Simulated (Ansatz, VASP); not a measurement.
## Cu3N: VASP beside Ansatz

Contents of POSCAR:

```
Cu3N
1.0
    3.7893700857      0.0000000000      0.0000000000
    0.0000000000      3.7893700857      0.0000000000
    0.0000000000      0.0000000000      3.7893700857
Cu N
3 1
Direct
    0.5000000000      0.0000000000      0.0000000000
    0.0000000000      0.5000000000      0.0000000000
    0.0000000000      0.0000000000      0.5000000000
    0.0000000000      0.0000000000      0.0000000000
```

Contents of INCAR.step1:

```
ALGO = Normal
EDIFF = 1E-5
ENCUT = 660
GGA = PE
GGA_COMPAT = F
ISMEAR = -1
LASPH = T
LCHARG = F
LREAL = F
LWAVE = T
NBANDS = 27
NELM = 120
PREC = Accurate
SIGMA = 0.02
```

File INCAR.step2:

```
ALGO = Normal
EDIFF = 1E-6
ENCUT = 660
GGA_COMPAT = F
ISIF = 2
ISMEAR = -1
ISTART = 1
LASPH = T
LCHARG = F
LMIXTAU = T
LREAL = F
LWAVE = F
METAGGA = R2SCAN
NBANDS = 27
NELM = 120
PREC = Accurate
SIGMA = 0.02
```

KPOINTS

```
k-points
0
Gamma
  6 6 6
```

Input for Ansatz:

```yaml
crystal:
  lattice:
    - [3.7893700857, 0.0, 0.0]
    - [0.0, 3.7893700857, 0.0]
    - [0.0, 0.0, 3.7893700857]
  atoms:
    - { symbol: Cu, position: [0.5, 0.0, 0.0] }
    - { symbol: Cu, position: [0.0, 0.5, 0.0] }
    - { symbol: Cu, position: [0.0, 0.0, 0.5] }
    - { symbol: "N", position: [0.0, 0.0, 0.0] }
kpoints:
  mp_grid: { grid: [6, 6, 6] }
  band_path:
    path:
      - [0.0, 0.0, 0.0]
      - [0.0, 0.5, 0.0]
      - [0.5, 0.5, 0.0]
      - [0.5, 0.5, 0.5]
      - [0.0, 0.5, 0.5]
      - [0.5, 0.5, 0.3]
    npoints: 1
hamiltonian:
  xc: r2scan
scf:
  occupations: { method: fermi_dirac, width: 0.02 }
  n_extra_bands: 5
output:
  forces: true
  stress: true
  eigenvalues: true
  write_density: true
  write_potential: true
  elf: true
  volumetric_format: npy
```

Alike in both runs: task single point; functional r2SCAN; k mesh 6 × 6 × 6; occupations fermi-dirac, width 0.02 eV; no spin polarisation.

|  | VASP | Ansatz |
| --- | --- | --- |
| version | VASP 6.6.1 | Ansatz 0.2.0 |
| potentials or method | VASP PAW PBE potentials, release 64 (Cu, N) | plane waves, PAW |
| plane-wave cutoff (eV) | 660 | 500 |
| valence electrons in the cell | 38 | 62 |

```tsv
	VASP	Ansatz	Ansatz less VASP
pressure (GPa)	0.7	0.0	-0.76
```

VASP's potentials were made for PBE, not for r2SCAN. The functional is the same, so the differences come from potentials, cutoffs and numerics. VASP's potentials hold 38 valence electrons a cell and Ansatz's 62, so a difference there can come from the potentials and not from the codes.
